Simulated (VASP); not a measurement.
# CdS in VASP: a series of runs, part 2 of 2

VASP 6.6.1. Earlier steps stand in the parts before.

### 3 Single point, r2SCAN

Contents of POSCAR:

```
CdS
1.0
    4.1638921228     -0.0000000309      0.0000000000
   -2.0819460346      3.6060363724      0.0000000000
    0.0000000000      0.0000000000      6.7675066400
Cd S
2 2
Direct
    0.6727039193      0.3270731603      0.4987143807
    0.3270731603      0.6727039193      0.9987143807
    0.6634163922      0.3368065281      0.8782856193
    0.3368065281      0.6634163922      0.3782856193
```

Contents of INCAR.step1:

```
PREC = Accurate
ENCUT = 550
ISMEAR = -1
SIGMA = 0.01
LREAL = F
LASPH = T
NELM = 120
NBANDS = 26
GGA = PE
ALGO = Normal
EDIFF = 1E-5
LWAVE = T
LCHARG = F
GGA_COMPAT = F
```

Contents of INCAR.step2:

```
PREC = Accurate
ENCUT = 550
EDIFF = 1E-6
ISMEAR = -1
SIGMA = 0.01
LREAL = F
LASPH = T
NELM = 120
ALGO = Normal
ISIF = 2
LWAVE = F
LCHARG = F
METAGGA = R2SCAN
LMIXTAU = T
NBANDS = 26
ISTART = 1
GGA_COMPAT = F
```

Contents of KPOINTS:

```
Automatic mesh
0
Gamma
  2 2 2
  0.25 0.25 0.25
```

Potentials or basis: VASP PAW PBE potentials, release 64 (Cd, S).

The run is started by

```sh
$ cat potpaw_PBE.64/Cd/POTCAR potpaw_PBE.64/S/POTCAR > POTCAR
$ cp INCAR.step1 INCAR
$ mpirun -np 1 vasp_std > vasp.out
$ cp INCAR.step2 INCAR
$ mpirun -np 1 vasp_std > vasp.out
```

OUTCAR:

```text
PREC = Accurate
   ENCUT = 550
   EDIFF = 1E-6
   ISMEAR = -1
   LREAL = F
   LASPH = T
   NELM = 120
   ISIF = 2
   METAGGA = R2SCAN
   ISTART = 1

 ion  position               nearest neighbor table
   1  0.673  0.327  0.499-   4 2.53   4 2.53   4 2.56   3 2.57
   2  0.327  0.673  0.999-   3 2.53   3 2.53   3 2.56   4 2.57
   3  0.663  0.337  0.878-   2 2.53   2 2.53   2 2.56   1 2.57
   4  0.337  0.663  0.378-   1 2.53   1 2.53   1 2.56   2 2.57

  LATTYP: Found a hexagonal cell.
 ALAT       =     4.1638921228
 C/A-ratio  =     1.6252838547

  Lattice vectors:

 A1 = (   4.1638921228,  -0.0000000309,   0.0000000000)
 A2 = (  -2.0819460346,   3.6060363724,   0.0000000000)
 A3 = (   0.0000000000,   0.0000000000,   6.7675066400)

Analysis of symmetry for initial positions (statically):
=====================================================================
 Subroutine PRICEL returns:
 Original cell was already a primitive cell.

 Routine SETGRP: Setting up the symmetry group for a
 hexagonal supercell.

 Subroutine GETGRP returns: Found  2 space group operations
 (whereof  1 operations were pure point group operations)
 out of a pool of 24 trial point group operations.

The static configuration has the point symmetry C_1 .
 The point group associated with its full space group is C_1h.

Analysis of symmetry for dynamics (positions and initial velocities):
=====================================================================
 Subroutine PRICEL returns:
 Original cell was already a primitive cell.

 Routine SETGRP: Setting up the symmetry group for a
 hexagonal supercell.

 Subroutine GETGRP returns: Found  2 space group operations
 (whereof  1 operations were pure point group operations)
 out of a pool of 24 trial point group operations.

The dynamic configuration has the point symmetry C_1 .
[... 119 lines left out ...]
   ISMEAR =    -1;   SIGMA  =   0.01  broadening in eV -4-tet -1-fermi 0-gaus
   EFERMI_NEDOS =   21; number of points for ismear=-14 and -15
   IALGO  =     38    algorithm
   IMIX   =      4    mixing-type and parameters
     AMIX     =   0.40;   BMIX     =  1.00
     AMIX_MAG =   1.60;   BMIX_MAG =  1.00
  volume/ion in A,a.u.               =      25.40       171.43
  Fermi-wavevector in a.u.,A,eV,Ry     =   1.158394  2.189047 18.257336  1.341876
  Thomas-Fermi vector in A             =   2.294996
   LORBIT       =      0    0 simple, 1 ext, 2 COOP (PROOUT), +10 PAW based schemes
   METAGGA = R2SCAN    functional components
   LHFCALC =     F    Hartree Fock is set to
   AEXX    =    0.0000 exact exchange contribution
   IVDW    =     0    specifies the selected vdW correction
   LEPSILON=     F    determine dielectric tensor
   LRPA    =     F    only Hartree local field effects (RPA)
 non-spin polarized calculation
  energy-cutoff  :      550.00
  volume of cell :      101.62
 maximum number of plane-waves:      2993
   NGX = 15   NGY = 15   NGZ = 25

 number of electron      36.0000002 magnetization

 Free energy of the ion-electron system (eV)
  ---------------------------------------------------
  ext. energy  EPLUGINS =         0.00000000
  ---------------------------------------------------
  free energy    TOTEN  =       -59.64365869 eV

  energy without entropy =      -59.64365869  energy(sigma->0) =      -59.64365869

 E-fermi :   0.6970     XC(G=0):  -9.6214

 val. band max:        0.4248832563   @ k =  -0.2500   0.1250   0.1250
 cond. band min:       4.0972075831   @ k =  -0.2500   0.1250   0.1250
 fundamental gap:      3.6723243268
 Fermi energy:         0.6970025533

 k-point     1 :       0.1250    0.1250    0.1250
  band No.  band energies     occupation
      1     -11.7716      2.00000
      2     -11.4708      2.00000
      3      -6.9480      2.00000
      4      -6.9422      2.00000
      5      -6.8818      2.00000
      6      -6.8615      2.00000
[... 685 lines left out ...]
     25       9.2136      0.00000
     26       9.8631      0.00000

 [... further k-points ...]

------------------------ aborting loop because EDIFF is reached ----------------------------------------

  FORCE on cell =-STRESS in cart. coord.  units (eV):
  Direction    XX          YY          ZZ          XY          YZ          ZX
  --------------------------------------------------------------------------------------
  -------------------------------------------------------------------------------------
  Total       -0.3535309     -0.1882625      0.0592519      0.1431267      0.0067467      0.0038952
  in kB       -5.5741636     -2.9683570      0.9342324      2.2566949      0.1063760      0.0614168
  external PRESSURE =      -2.5360961 kB  Pullay stress =       0.0000000 kB

 VOLUME and BASIS-vectors are now :
 -----------------------------------------------------------------------------
  energy-cutoff  :      550.00
  volume of cell :      101.62
      direct lattice vectors                 reciprocal lattice vectors
     4.163892123 -0.000000031  0.000000000     0.240159921  0.138656393  0.000000000
    -2.081946035  3.606036372  0.000000000     0.000000002  0.277312789  0.000000000
     0.000000000  0.000000000  6.767506640     0.000000000  0.000000000  0.147764909

 POSITION                                       TOTAL-FORCE (eV/Angst)
 -----------------------------------------------------------------------------------
      2.12012      1.17944      3.37505        -0.081382      0.052850      0.009233
     -0.03864      2.42579      6.75881         0.086460     -0.044054      0.009233
      2.06118      1.21454      5.94380        -0.063865      0.031009     -0.009233
      0.02123      2.39230      2.56005         0.058787     -0.039805     -0.009233
 -----------------------------------------------------------------------------------
    total drift:                               -0.000016     -0.000028      0.004277

  FREE ENERGIE OF THE ION-ELECTRON SYSTEM (eV)
  ---------------------------------------------------
  free  energy   TOTEN  =       -59.6436586860 eV

  energy  without entropy=      -59.6436586860  energy(sigma->0) =      -59.64365869
```

OUTCAR.step1:

```text
PREC = Accurate
   ENCUT = 550
   ISMEAR = -1
   LREAL = F
   LASPH = T
[... 925 lines left out ...]
      2.12012      1.17944      3.37505        -0.079626      0.051767      0.008341
     -0.03864      2.42579      6.75881         0.084645     -0.043074      0.008341
      2.06118      1.21454      5.94380        -0.063845      0.031065     -0.008341
      0.02123      2.39230      2.56005         0.058826     -0.039759     -0.008341
 -----------------------------------------------------------------------------------
    total drift:                               -0.000013     -0.000022      0.000127

  FREE ENERGIE OF THE ION-ELECTRON SYSTEM (eV)
  ---------------------------------------------------
  free  energy   TOTEN  =       -12.5495717115 eV

  energy  without entropy=      -12.5495717115  energy(sigma->0) =      -12.54957171
```

Wall time 2.9 min (1 thread of Intel Xeon Platinum 8488C (Sapphire Rapids), shared host); peak memory 0.27 GiB.

What came out:

```
Free energy            : -59.6437 eV
Pressure               : -0.3 GPa
Largest force          : 0.097 eV/Å
Band gap on the k mesh : 3.67 eV
```

Forces on the atoms (eV/Å):
```
Cd  -0.081  0.053  0.009
Cd   0.086 -0.044  0.009
S   -0.064  0.031 -0.009
S    0.059 -0.040 -0.009
```

Caveat: the k points lie up to 0.87 Å⁻¹ apart; the PAW data sets were made with another functional, which shifts forces and pressure a little; a shifted mesh leaves out Γ, where band edges can lie. A k mesh can miss the band edges.

### 4 Single point, PBE

Contents of INCAR:

```
SYSTEM = CdS
PREC = Accurate
ENCUT = 500
EDIFF = 1E-6
ISMEAR = -1
SIGMA = 0.01
LREAL = .False.
LASPH = .True.
NELM = 120
ALGO = Normal
ISIF = 2
LWAVE = .False.
LCHARG = .False.
GGA = PE
NBANDS = 26
GGA_COMPAT = .False.
```

Contents of KPOINTS:

```
Automatic mesh
0
Gamma
  4 4 4
  0.5 0.5 0.5
```

POSCAR is that of step 3.

The run is started by

```sh
$ cat potpaw_PBE.64/Cd/POTCAR potpaw_PBE.64/S/POTCAR > POTCAR
$ mpirun -np 1 vasp_std > vasp.out
```

It took 99 s on 1 thread of Intel Xeon Platinum 8488C (Sapphire Rapids), shared host; peak memory 0.25 GiB.

Results (log left out):

* Free energy: -12.2896 eV
* Pressure: 1.7 GPa
* Largest force: 0.128 eV/Å
* Band gap on the k mesh: 2.27 eV

Forces on the atoms (eV/Å):
```
Cd  -0.081  0.052  0.084
Cd   0.086 -0.044  0.084
S   -0.064  0.031 -0.084
S    0.059 -0.040 -0.084
```

Stress tensor (GPa, compression positive):
```
1.73 0.22 0.01
0.22 1.99 0.01
0.01 0.01 1.34
```

Levels at points of the mesh, in eV from the valence-band top:
```csv
k point,band 16,band 17,band 18,band 19,band 20,band 21
"(0.12, 0.12, 0.12)",-1.03,-0.28,-0.23,3.00,4.17,5.86
```

Caveat: a shifted mesh leaves out Γ, where band edges can lie.

### 5 Relaxation of the atoms, PBE

Contents of INCAR:

```
PREC = Accurate
ENCUT = 450
EDIFF = 1E-7
ISMEAR = 0
SIGMA = 0.01
LREAL = F
LASPH = T
NELM = 120
ALGO = Normal
ISIF = 2
LWAVE = F
LCHARG = F
GGA = PE
IBRION = 2
NSW = 100
EDIFFG = -0.03
ISYM = 0
GGA_COMPAT = F
NELMIN = 4
```

Contents of KPOINTS:

```
Automatic mesh
0
Gamma
  2 2 2
  0.25 0.25 0.25
```

Contents of POSCAR:

```
CdS
1.0
    4.1638921250     -0.0000000300      0.0000000000
   -2.0819460350      3.6060363700      0.0000000000
    0.0000000000      0.0000000000      6.7675066400
Cd S
2 2
Direct
    0.6666666700      0.3333333300      0.5001052300
    0.3333333300      0.6666666700      0.0001052300
    0.6666666700      0.3333333300      0.8768947700
    0.3333333300      0.6666666700      0.3768947700
```

The run is started by

```sh
$ cat potpaw_PBE.64/Cd/POTCAR potpaw_PBE.64/S/POTCAR > POTCAR
$ mpirun -np 1 vasp_std > vasp.out
```

Wall time 2.8 min (1 thread of Intel Xeon Platinum 8488C (Sapphire Rapids), shared host); peak memory 0.24 GiB.

It converged, with:

| Quantity | Value |
| --- | --- |
| Free energy | -12.5504 eV |
| Energy gained by relaxing | 0.4 meV/atom |
| Ionic steps | 3 |
| Pressure after relaxing | 1.0 GPa |
| Largest force after relaxing | 0.003 eV/Å |
| Band gap on the k mesh | 3.23 eV |

Forces in eV/Å, atoms in the order of the input:
```
Cd   0.000  0.000  0.003
Cd   0.000  0.000  0.003
S    0.000  0.000 -0.003
S    0.000  0.000 -0.003
```

Stress tensor (GPa, compression positive):
```
0.83 0.00 0.00
0.00 0.83 0.00
0.00 0.00 1.44
```

The path:
| step | energy change (eV) | largest force (eV/Å) | pressure (GPa) |
| --- | --- | --- | --- |
| 1 | 0.0000 | 0.0798 | 1.03 |
| 2 | -0.0010 | 0.0447 | 1.03 |
| 3 | -0.0014 | 0.0032 | 1.03 |

Final structure:
```xyz
4
Lattice="4.1639 0.0000 0.0000 -2.0819 3.6060 0.0000 0.0000 0.0000 6.7675" Properties=species:S:1:pos:R:3 pbc="T T T"
Cd    2.0819    1.2020    3.3751
Cd    0.0000    2.4040    6.7589
S     2.0819    1.2020    5.9437
S     0.0000    2.4040    2.5600
```

Levels at points of the mesh, in eV from the valence-band top:
| k point | band 14 | band 15 | band 16 | band 17 | band 18 | band 19 | band 20 | band 21 | band 22 |
| --- | --- | --- | --- | --- | --- | --- | --- | --- | --- |
| (0.12, 0.12, 0.12) | -1.54 | -1.44 | -0.83 | -0.05 | 0.00 | 3.23 | 4.43 | 6.06 | 6.57 |

Caveat: the k points lie up to 0.87 Å⁻¹ apart; a shifted mesh leaves out Γ, where band edges can lie.

### 6 Summary

| task | level | cell | k mesh | cutoff (eV) | smearing | gap on the mesh (eV) | pressure (GPa) | largest force (eV/Å) |
| --- | --- | --- | --- | --- | --- | --- | --- | --- |
| single point | PBE | as given, atomic positions A | 2 × 2 × 2 | 500 | fermi-dirac 0.01 eV | 1.08 | 3.3 | 0.36 |
| single point | r2SCAN | as given, atomic positions A | 2 × 2 × 2, shifted | 550 | fermi-dirac 0.01 eV | 3.67 | -0.3 | 0.10 |
| single point | PBE | as given, atomic positions A | 4 × 4 × 4, shifted | 500 | fermi-dirac 0.01 eV | 2.27 | 1.7 | 0.13 |
| relaxation of the atoms | PBE | atoms relaxed, atomic positions B | 2 × 2 × 2, shifted | 450 | gaussian 0.01 eV | 3.23 | 1.0 | - |

Alike in all rows: potentials or basis VASP PAW PBE potentials, release 64 (Cd, S); no spin polarisation.

Caveats: some runs use coarse meshes; a shifted mesh leaves out Γ, where band edges can lie (at least some runs); the PAW data sets were made with another functional, which shifts forces and pressure a little (at least some runs).

Absolute energies hang on the potentials; compare differences alone.
